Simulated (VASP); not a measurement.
# Ca (P6/mmm) in VASP: single point with PBEsol

Aim: the single point of Ca with PBEsol.

Everything below comes from runs of VASP 6.6.1. Logs are shortened: lines on timing, memory, paths and dates and some standing lists are left out, and cuts for length are marked.

## 1. The cell of the first run

The structure is hexagonal, space group P6/mmm (No. 191). The conventional cell has a = 3.589 Å, b = 3.589 Å, c = 4.911 Å, α = 90.00°, β = 90.00°, γ = 120.00°. Ca (site symmetry 6/mmm) has 6 Ca at 3.59 Å within 4.7 Å.

This isn't the form of Ca at room conditions, which is fcc.

## 2. Single point, PBEsol

Input file INCAR:

```
SYSTEM = Ca
ALGO     = Normal         ! electronic algorithm
EDIFF    = 1E-6           ! SCF threshold, eV
ENCUT    = 500            ! plane-wave cutoff, eV
GGA      = PS             ! functional
GGA_COMPAT= .False.      
ISIF     = 2              ! what is computed and relaxed
ISMEAR   = -1             ! smearing method
LASPH    = .True.         ! aspherical terms in the spheres
LCHARG   = .True.         ! write CHGCAR
LELF     = .True.         ! ELF
LREAL    = .False.        ! projectors in reciprocal space
LVHAR    = .True.       
LWAVE    = .False.        ! write WAVECAR
NBANDS   = 11             ! bands
NELM     = 120            ! most SCF steps
PREC     = Accurate       ! precision mode
SIGMA    = 0.1            ! smearing width, eV
```

Input file KPOINTS:

```
k-points
0
Gamma
  6 6 4
  0 0 0
```

Input file POSCAR:

```
Ca
1.0
    3.5890000000      0.0000000000      0.0000000000
   -1.7945000000      3.1081650000      0.0000000000
    0.0000000000      0.0000000000      4.9110000000
Ca
1
Direct
    0.0000000000      0.0000000000      0.0000000000
```

Potentials or basis: VASP PAW PBE potentials, release 64 (Ca_sv).

Started as:

```
> cat potpaw_PBE.64/Ca_sv/POTCAR > POTCAR
> mpirun -np 1 vasp_std > vasp.out
```

OUTCAR:

```text
SYSTEM = Ca
   EDIFF = 1E-6
   ENCUT = 500
   GGA = PS
   ISIF = 2
   ISMEAR = -1
   LASPH = .True.
   LREAL = .False.
   NELM = 120
   PREC = Accurate

 ion  position               nearest neighbor table
   1  0.000  0.000  0.000-

  LATTYP: Found a hexagonal cell.
 ALAT       =     3.5890000000
 C/A-ratio  =     1.3683477292

  Lattice vectors:

 A1 = (   3.5890000000,   0.0000000000,   0.0000000000)
 A2 = (  -1.7945000000,   3.1081650000,   0.0000000000)
 A3 = (   0.0000000000,   0.0000000000,   4.9110000000)

Analysis of symmetry for initial positions (statically):
=====================================================================
 Subroutine PRICEL returns:
 Original cell was already a primitive cell.

 Routine SETGRP: Setting up the symmetry group for a
 hexagonal supercell.

 Subroutine GETGRP returns: Found 24 space group operations
 (whereof 24 operations were pure point group operations)
 out of a pool of 24 trial point group operations.

The static configuration has the point symmetry D_6h.

Analysis of symmetry for dynamics (positions and initial velocities):
=====================================================================
 Subroutine PRICEL returns:
 Original cell was already a primitive cell.

 Routine SETGRP: Setting up the symmetry group for a
 hexagonal supercell.

 Subroutine GETGRP returns: Found 24 space group operations
 (whereof 24 operations were pure point group operations)
 out of a pool of 24 trial point group operations.

The dynamic configuration has the point symmetry D_6h.

 Subroutine INISYM returns: Found 24 space group operations
 (whereof 24 operations are pure point group operations),
 and found     1 'primitive' translations

----------------------------------------------------------------------------------------

                                     Primitive cell

  volume of cell :      54.7832

  direct lattice vectors                    reciprocal lattice vectors
     3.589000000  0.000000000  0.000000000     0.278629145  0.160866621  0.000000000
    -1.794500000  3.108165000  0.000000000     0.000000000  0.321733241  0.000000000
     0.000000000  0.000000000  4.911000000     0.000000000  0.000000000  0.203624516

  length of vectors
     3.589000000  3.588999849  4.911000000     0.321733228  0.321733241  0.203624516
[... 70 lines left out ...]
   LNONCOLLINEAR =      F non collinear calculations
   LSORBIT =      F    spin-orbit coupling
   LASPH  =      T    aspherical Exc in radial PAW
   ENCUT  =  500.0 eV  36.75 Ry    6.06 a.u.   6.54  6.54  8.95*2*pi/ulx,y,z
   NELM   =    120;   NELMIN=  2; NELMDL= -5     # of ELM steps
   EDIFF  = 0.1E-05   stopping-criterion for ELM
   LREAL  =      F    real-space projection
[... 7 lines left out ...]
   TEBEG  =    0.0;   TEEND  =   0.0 temperature during run
   PSTRESS=    0.0 pullay stress
   NELECT =      10.0000    total number of electrons
   NUPDOWN=      -1.0000    fix difference up-down
   EMIN   =  10.00;   EMAX   =-10.00  energy-range for DOS
   EFERMI =   0.00;   METHOD = LEGACY
   ISMEAR =    -1;   SIGMA  =   0.10  broadening in eV -4-tet -1-fermi 0-gaus
   EFERMI_NEDOS =   21; number of points for ismear=-14 and -15
   IALGO  =     38    algorithm
   IMIX   =      4    mixing-type and parameters
     AMIX     =   0.40;   BMIX     =  1.00
     AMIX_MAG =   1.60;   BMIX_MAG =  1.00
  volume/ion in A,a.u.               =      54.78       369.70
  Fermi-wavevector in a.u.,A,eV,Ry     =   0.928665  1.754922 11.733915  0.862418
  Thomas-Fermi vector in A             =   2.054866
   LORBIT       =      0    0 simple, 1 ext, 2 COOP (PROOUT), +10 PAW based schemes
   GGA     = PS    functional components
   LHFCALC =     F    Hartree Fock is set to
   AEXX    =    0.0000 exact exchange contribution
   IVDW    =     0    specifies the selected vdW correction
   LEPSILON=     F    determine dielectric tensor
   LRPA    =     F    only Hartree local field effects (RPA)
 non-spin polarized calculation
  energy-cutoff  :      500.00
  volume of cell :       54.78
 maximum number of plane-waves:      1422
 NGX is ok and might be reduce to    28
   NGX = 13   NGY = 13   NGZ = 17

 number of electron      10.0000002 magnetization

 Free energy of the ion-electron system (eV)
  ---------------------------------------------------
  ext. energy  EPLUGINS =         0.00000000
  ---------------------------------------------------
  free energy    TOTEN  =        -1.55007708 eV

  energy without entropy =       -1.51014110  energy(sigma->0) =       -1.53010909

 E-fermi :   0.8216     XC(G=0):  -6.8604

 val. band max:        0.7818534282   @ k =   0.3333   0.0000   0.5000
 cond. band min:       0.9385640938   @ k =   0.3333   0.1667   0.5000
 fundamental gap:      0.1567106655
 Fermi energy:         0.8215855112

 k-point     1 :       0.0000    0.0000    0.0000
  band No.  band energies     occupation
      1     -41.2318      2.00000
      2     -22.3514      2.00000
      3     -22.1445      2.00000
      4     -22.1445      2.00000
      5      -2.6756      2.00000
      6       1.3876      0.00694
      7       3.1780      0.00000
      8       3.1780      0.00000
      9       3.7602      0.00000
     10       4.5791      0.00000
     11       4.5791      0.00000
[... 267 lines left out ...]
 k-point    21 :       0.3333    0.3333    0.5000
  band No.  band energies     occupation
      1     -41.1999      2.00000
      2     -22.3181      2.00000
      3     -22.3181      2.00000
      4     -22.3170      2.00000
      5       1.6892      0.00034
      6       1.6892      0.00034
      7       2.1333      0.00000
      8       2.1333      0.00000
      9       4.1878      0.00000
     10       5.0711      0.00000
     11       6.3049      0.00000

------------------------ aborting loop because EDIFF is reached ----------------------------------------

  FORCE on cell =-STRESS in cart. coord.  units (eV):
  Direction    XX          YY          ZZ          XY          YZ          ZX
  --------------------------------------------------------------------------------------
  -------------------------------------------------------------------------------------
  Total        0.9442845      0.9442844     -1.2796764     -0.0000000      0.0000000      0.0000000
  in kB       27.6163322     27.6163291    -37.4251283     -0.0000000      0.0000000      0.0000000
  external PRESSURE =       5.9358443 kB  Pullay stress =       0.0000000 kB

 VOLUME and BASIS-vectors are now :
 -----------------------------------------------------------------------------
  energy-cutoff  :      500.00
  volume of cell :       54.78
      direct lattice vectors                 reciprocal lattice vectors
     3.589000000  0.000000000  0.000000000     0.278629145  0.160866621  0.000000000
    -1.794500000  3.108165000  0.000000000     0.000000000  0.321733241  0.000000000
     0.000000000  0.000000000  4.911000000     0.000000000  0.000000000  0.203624516

 POSITION                                       TOTAL-FORCE (eV/Angst)
 -----------------------------------------------------------------------------------
      0.00000      0.00000      0.00000         0.000000      0.000000      0.000000
 -----------------------------------------------------------------------------------
    total drift:                               -0.000000     -0.000000      0.000000

  FREE ENERGIE OF THE ION-ELECTRON SYSTEM (eV)
  ---------------------------------------------------
  free  energy   TOTEN  =        -1.5500770832 eV

  energy  without entropy=       -1.5101411050  energy(sigma->0) =       -1.53010909
```

OSZICAR:

```text
N       E                     dE             d eps       ncg     rms          rms(c)
DAV:   1     0.665026263410E+02    0.66503E+02   -0.46451E+03   462   0.757E+02
DAV:   2     0.355052038246E+00   -0.66148E+02   -0.65524E+02   537   0.200E+02
DAV:   3    -0.153640971347E+01   -0.18915E+01   -0.18690E+01   698   0.321E+01
DAV:   4    -0.163289453360E+01   -0.96485E-01   -0.96012E-01   623   0.570E+00
DAV:   5    -0.163718819505E+01   -0.42937E-02   -0.42921E-02   626   0.838E-01    0.197E+00
DAV:   6    -0.155982024763E+01    0.77368E-01   -0.12390E-01   519   0.170E+00    0.122E+00
DAV:   7    -0.154964421068E+01    0.10176E-01   -0.58500E-02   520   0.125E+00    0.413E-01
DAV:   8    -0.155001647266E+01   -0.37226E-03   -0.39428E-03   579   0.638E-01    0.273E-02
DAV:   9    -0.155005633763E+01   -0.39865E-04   -0.17511E-04   616   0.108E-01    0.184E-02
DAV:  10    -0.155008000980E+01   -0.23672E-04   -0.38232E-05   498   0.576E-02    0.918E-03
DAV:  11    -0.155007663480E+01    0.33750E-05   -0.81580E-06   550   0.293E-02    0.501E-03
DAV:  12    -0.155007708318E+01   -0.44838E-06   -0.29624E-07   287   0.544E-03
   1 F= -.15500771E+01 E0= -.15301091E+01  d E =-.399360E-01
```

stdout:

```text
POSCAR found type information on POSCAR Ca
 POSCAR found :  1 types and       1 ions
 scaLAPACK will be used
 -----------------------------------------------------------------------------
|                                                                             |
|                                                                             |
|     You enforced a specific xc type in the INCAR file but a different       |
|     I HOPE YOU KNOW WHAT YOU ARE DOING!                                     |
|                                                                             |
 -----------------------------------------------------------------------------

 LDA part: xc-table for (Slater+PW92), standard interpolation
 POSCAR, INCAR and KPOINTS ok, starting setup
 FFT: planning ... GRIDC
 FFT: planning ... GRID_SOFT
 FFT: planning ... GRID
 WAVECAR not read
 entering main loop
```

It took 22 s on 1 thread of Intel Xeon 8259CL, shared host; peak memory 0.17 GiB.

What came out:

```
Free energy            : -1.5501 eV
Pressure               : 0.6 GPa
Band gap on the k mesh : zero (bands 5 and 6 overlap by 1.79 eV)
```

Stress tensor (GPa, compression positive):
```
 2.76  0.00  0.00
 0.00  2.76  0.00
 0.00  0.00 -3.74
```

Levels at points of the mesh, in eV from the Fermi level:
| k point | band 2 | band 3 | band 4 | band 5 | band 6 | band 7 | band 8 | band 9 |
| --- | --- | --- | --- | --- | --- | --- | --- | --- |
| (0.00, 0.00, 0.00) | -23.17 | -22.97 | -22.97 | -3.50 | 0.57 | 2.36 | 2.36 | 2.94 |
| (0.50, 0.00, 0.00) | -23.22 | -23.14 | -23.02 | -0.48 | 0.51 | 1.38 | 1.76 | 3.35 |
| (0.00, 0.00, 0.50) | -23.18 | -22.97 | -22.97 | -2.65 | -0.92 | 2.38 | 2.38 | 2.63 |
| (0.50, 0.00, 0.50) | -23.22 | -23.14 | -23.02 | -0.13 | 0.39 | 1.42 | 2.91 | 3.16 |

Caveat: the PAW data sets were made with another functional, which shifts forces and pressure a little.
